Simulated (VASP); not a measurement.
A run of VASP 6.6.1 is set up as follows.

File INCAR:

```
PREC = Accurate ; ENCUT = 600
EDIFF = 1E-6 ; ISMEAR = 0
SIGMA = 0.01 ; LREAL = F
LASPH = T ; NELM = 100
ALGO = Normal ; ISIF = 3
LWAVE = F ; LCHARG = F
GGA = PS ; IBRION = 2
NSW = 80 ; EDIFFG = -0.001
PSTRESS = 150.0
```

Contents of KPOINTS:

```
regular mesh
0
Gamma
  12 12 4
```

File POSCAR:

```
BN
1.0
    2.4901110406      0.0000000000      0.0000000000
   -1.2450555203      2.1564994194      0.0000000000
    0.0000000000      0.0000000000      5.8032738657
B N
2 2
Direct
    0.3333333333      0.6666666667      0.2500000000
    0.6666666667      0.3333333333      0.7500000000
    0.3333333333      0.6666666667      0.7500000000
    0.6666666667      0.3333333333      0.2500000000
```

Potentials or basis: VASP PAW PBE potentials, release 64 (B, N).

Run with:

```console
$ cat potpaw_PBE.64/B/POTCAR potpaw_PBE.64/N/POTCAR > POTCAR
$ mpirun -np 1 vasp_std > vasp.out
```

Question: Estimate the relaxed cell.

Answer: a = 2.481 Å, b = 2.481 Å, c = 5.439 Å, α = 90.00°, β = 90.00°, γ = 120.00°.

Question: Predict the band gap on the k mesh.

Answer: 3.82 eV (least direct gap 4.27 eV).

Final structure:
```xyz
4
Lattice="2.4811 0.0000 0.0000 -1.2406 2.1487 0.0000 0.0000 0.0000 5.4386" Properties=species:S:1:pos:R:3 pbc="T T T"
B     0.0000    1.4325    1.3596
B     1.2406    0.7162    4.0789
N     0.0000    1.4325    4.0789
N     1.2406    0.7162    1.3596
```

Caveat: the cell is relaxed towards a set pressure, so the run minimises the enthalpy, not the energy. A k mesh can miss the band edges.
